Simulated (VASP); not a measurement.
Set up this calculation in VASP 6.6.1, as the native input.

| Property | Result |
| --- | --- |
| Task | single point |
| Functional | r2SCAN |
| Dispersion | rVV10 |
| Potentials or basis | VASP PAW PBE potentials, release 64 (Ga_d, N_h) |
| Cutoff | 910 eV |
| k mesh | 12 × 12 × 6 |
| Occupations | fermi-dirac, width 0.03 eV |
| Spin | no spin polarisation |
| Dipole correction | no |
| Further INCAR settings | ALGO = Normal; EDIFF = 1e-06; NBANDS = 26 |

Crystal: GaN.

```
Ga N
1.0
     3.17619    0.00000    0.00000
    -1.58810    2.75066    0.00000
     0.00000    0.00000    5.17347
Ga N
2 2
Direct
  0.33333 0.66667 0.99915
  0.66667 0.33333 0.49915
  0.33333 0.66667 0.37585
  0.66667 0.33333 0.87585
```

The input as run:

POSCAR

```
GaN
1.0
    3.1761933982      0.0000000000      0.0000000000
   -1.5880966991      2.7506641701      0.0000000000
    0.0000000000      0.0000000000      5.1734693907
Ga N
2 2
Direct
    0.3333333333      0.6666666667     -0.0008484984
    0.6666666667      0.3333333333      0.4991515016
    0.3333333333      0.6666666667      0.3758484984
    0.6666666667      0.3333333333      0.8758484984
```

INCAR.step1

```
PREC     = Accurate       # precision mode
ENCUT    = 910            # plane-wave cutoff, eV
ISMEAR   = -1             # smearing method
SIGMA    = 0.03           # smearing width, eV
LREAL    = False          # projectors in reciprocal space
LASPH    = True           # aspherical terms in the spheres
NELM     = 120            # most SCF steps
NBANDS   = 26             # bands
GGA      = PE             # functional
ALGO     = Normal         # electronic algorithm
EDIFF    = 1E-5           # SCF threshold, eV
LWAVE    = True           # write WAVECAR
LCHARG   = False          # write CHGCAR
GGA_COMPAT= False
```

INCAR.step2

```
PREC     = Accurate       # precision mode
ENCUT    = 910            # plane-wave cutoff, eV
EDIFF    = 1E-6           # SCF threshold, eV
ISMEAR   = -1             # smearing method
SIGMA    = 0.03           # smearing width, eV
LREAL    = False          # projectors in reciprocal space
LASPH    = True           # aspherical terms in the spheres
NELM     = 120            # most SCF steps
ALGO     = Normal         # electronic algorithm
ISIF     = 2              # what is computed and relaxed
LWAVE    = False          # write WAVECAR
LCHARG   = False          # write CHGCAR
METAGGA  = R2SCAN         # meta-GGA
LMIXTAU  = True         
LUSE_VDW = True         
IVDW_NL  = 2            
BPARAM   = 11.95        
CPARAM   = 0.0093       
NBANDS   = 26             # bands
ISTART   = 1            
GGA_COMPAT= False
```

KPOINTS

```
Automatic mesh
0
Gamma
  12 12 6
```

Potentials or basis: VASP PAW PBE potentials, release 64 (Ga_d, N_h).

Command:

```console
$ cat potpaw_PBE.64/Ga_d/POTCAR potpaw_PBE.64/N_h/POTCAR > POTCAR
$ cp INCAR.step1 INCAR
$ mpirun -np 1 vasp_std > vasp.out
$ cp INCAR.step2 INCAR
$ mpirun -np 1 vasp_std > vasp.out
```

Results of the run:

| Item | Value |
| --- | --- |
| Pressure | 0.9 GPa |
| Band gap on the k mesh | 2.35 eV |

Caveat: the cutoff is under 1.25 times the usual one of these potentials, so pressure, stress and relaxed cells hold a basis-set (Pulay) error; the PAW data sets were made with another functional, which shifts forces and pressure a little.

Run time: 9 min on 1 thread of Intel(R) Xeon(R) 6975P-C (Granite Rapids) (shared host), peak memory 0.56 GiB.
